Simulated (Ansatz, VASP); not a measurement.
## Ni in VASP and in Ansatz

```
CELL_PARAMETERS angstrom
-1.40024 1.40024 1.40024
1.40024 -1.40024 1.40024
1.40024 1.40024 -1.40024
ATOMIC_POSITIONS crystal
Ni 0.00000 0.00000 0.00000
```

Alike in both runs: functional PBE; k mesh 19 × 19 × 19; occupations fermi-dirac, width 0.05 eV; collinear spin.

Ansatz relaxed the structure, and its values are those at the end. VASP's run is a single point on that final structure, the one shown.

|  | VASP | Ansatz |
| --- | --- | --- |
| version | VASP 6.6.1 | Ansatz 0.2.0 |
| potentials or method | VASP PAW PBE potentials, release 64 (Ni) | PAW with Ansatz's default frozen-core files, scalar-relativistic |
| plane-wave cutoff (eV) | 520 | 420 |
| valence electrons in the cell | 10 | 18 |

```csv
,VASP,Ansatz,Ansatz less VASP
pressure (GPa),-0.1,0.0,+0.10
net moment per atom (μB),0.53,0.55,+0.011
size of the moment on the site where the two differ most (μB),0.54,0.58,+0.033
```

Site moments also hang on the region over which each program counts them. VASP's potentials hold 10 valence electrons a cell and Ansatz's 18, so a difference there can come from the potentials and not from the codes.
